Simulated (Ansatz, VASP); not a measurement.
# Be5Te2: VASP beside Ansatz

```xyz
7
Lattice="3.8859 0.0055 0.0014 -1.9472 3.3358 -0.4235 -0.0102 -1.1403 8.8331" Properties=species:S:1:pos:R:3 pbc="T T T"
Be   -0.3709   -0.0143   -0.1082
Be    4.1623   -0.2806    6.7007
Be    1.5460   -0.0363    8.5942
Be   -0.3933    1.0596    8.4410
Be    2.2232    0.3933    3.1644
Te    0.2789    1.3923    2.1446
Te    2.2175    0.7059    5.5894
```

Change from the starting cell: cell x1, atoms moved at random (sigma 0.15 Å) and cell strained at random (1.5 %), then relaxed without symmetry.

Alike in both runs: functional PBE; k mesh 6 × 6 × 4; occupations gaussian, width 0.2 eV; no spin polarisation.

Ansatz relaxed the structure, and its values are those at the end. VASP's run is a single point on that final structure, the one shown.

|  | VASP | Ansatz |
| --- | --- | --- |
| version | VASP 6.6.1 | Ansatz 0.2.0 |
| potentials or method | VASP PAW PBE potentials, release 64 (Be, Te), cutoff 520 eV | scalar-relativistic, plane waves, PAW |
| valence electrons in the cell | 22 | 42 |

|  | VASP | Ansatz | Ansatz less VASP |
| --- | --- | --- | --- |
| gap on the k mesh at the Fermi level (eV) | none | none | - |
| pressure (GPa) | 0.2 | 0.1 | -0.13 |
| rms of the force components (eV/Å) | 0.007 | 0.006 | -0.0009 |

A gap of «none» marks a metal or a gap that the smearing closes. VASP's potentials hold 22 valence electrons a cell and Ansatz's 42, so a difference there can come from the potentials and not from the codes.

Spin-orbit coupling is off throughout.
